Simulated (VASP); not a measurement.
Write the native input for VASP 6.6.1 that does the following.

| Item | Value |
| --- | --- |
| Task | single point |
| Functional | LDA |
| Potentials or basis | VASP PAW LDA potentials, release 64 (Ru_pv) |
| Cutoff | 520 eV |
| k mesh | 11 × 11 × 6 |
| Occupations | fermi-dirac, width 0.05 eV |
| Spin | no spin polarisation |
| Dipole correction | no |
| Further INCAR settings | ALGO = Fast; EDIFF = 1e-07; NBANDS = 21 |

The structure of Ru lies in POSCAR:

```
Ru
1.0
    2.7414067149      0.0000000000      0.0000000000
   -1.3707033574      2.3741278572      0.0000000000
    0.0000000000      0.0000000000      4.3382472512
Ru
2
Direct
    0.6666666667      0.3333333333      0.7500000000
    0.3333333333      0.6666666667      0.2500000000
```

This cell differs from its parent crystal: volume scaled by 1.04.

These files were run (other wordings do the same):

INCAR

```
SYSTEM = Ru
ALGO     = Fast           ! electronic algorithm
EDIFF    = 1E-7           ! SCF threshold, eV
ENCUT    = 520            ! plane-wave cutoff, eV
GGA      = CA             ! functional
ISIF     = 2              ! what is computed and relaxed
ISMEAR   = -1             ! smearing method
LASPH    = .TRUE.         ! aspherical terms in the spheres
LCHARG   = .TRUE.         ! write CHGCAR
LELF     = .TRUE.         ! ELF
LREAL    = .FALSE.        ! projectors in reciprocal space
LVHAR    = .TRUE.       
LWAVE    = .FALSE.        ! write WAVECAR
NBANDS   = 21             ! bands
NELM     = 60             ! most SCF steps
PREC     = Accurate       ! precision mode
SIGMA    = 0.05           ! smearing width, eV
```

KPOINTS

```
k-points
0
G
  11 11 6
  0 0 0
```

Potentials or basis: VASP PAW LDA potentials, release 64 (Ru_pv).

Run with:

```bash
$ cat potpaw_LDA.64/Ru_pv/POTCAR > POTCAR
$ mpirun -np 1 vasp_std > vasp.out
```

It gave:

The pressure is -22.5 GPa and the band gap on the k mesh is zero (band 14 reaches 13.39 eV, above the bottom of band 15 at 10.49 eV).

Wall time 21 s on 1 thread of Intel(R) Xeon(R) 6975P-C (Granite Rapids), on a shared host, peak memory 0.14 GiB.
